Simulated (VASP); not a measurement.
A run of VASP 6.6.1 is set up as follows.

File INCAR:

```
PREC = Accurate ; ENCUT = 600
EDIFF = 1E-6 ; ISMEAR = -1
SIGMA = 0.05 ; LREAL = F
LASPH = T ; NELM = 100
ALGO = Normal ; ISIF = 3
LWAVE = F ; LCHARG = F
GGA = PE ; IBRION = 2
NSW = 60 ; EDIFFG = -0.005
PSTRESS = 0.26
```

Contents of KPOINTS:

```
regular mesh
0
Gamma
  9 9 7
```

POSCAR

```
Si2W
1.0
    3.5048107895      0.0000000000      0.0000000000
   -1.7524053947      3.0352551791      0.0000000000
    0.0000000000      0.0000000000      3.8552918684
W Si
1 2
Direct
    0.0000000000      0.0000000000      0.0000000000
    0.3333333333      0.6666666667      0.5000000000
    0.6666666667      0.3333333333      0.5000000000
```

Potentials or basis: VASP PAW PBE potentials, release 64 (W_sv, Si).

Run with:

```sh
$ cat potpaw_PBE.64/W_sv/POTCAR potpaw_PBE.64/Si/POTCAR > POTCAR
$ mpirun -np 1 vasp_std > vasp.out
```

Problem. What does it give for the relaxed cell?

Solution. a = 4.320 Å, b = 4.320 Å, c = 2.614 Å, α = 90.00°, β = 90.00°, γ = 120.00°.

Problem. What does it give for the space group after relaxing (to 0.05 Å)?

Solution. P6/mmm (No. 191).

Problem. What does it give for the relaxed volume?

Solution. 14.08 Å³/atom.

Final structure:
```yaml
crystal:
  lattice:
    - [4.32002, 0.00000, 0.00000]
    - [-2.16001, 3.74124, 0.00000]
    - [0.00000, 0.00000, 2.61395]
  atoms:
    - { symbol: W, position: [0.00000, 0.00000, 0.00000] }
    - { symbol: Si, position: [0.33333, 0.66667, 0.50000] }
    - { symbol: Si, position: [0.66667, 0.33333, 0.50000] }
```

Caveat: the cell is relaxed towards a set pressure, so the enthalpy falls and the energy may rise.
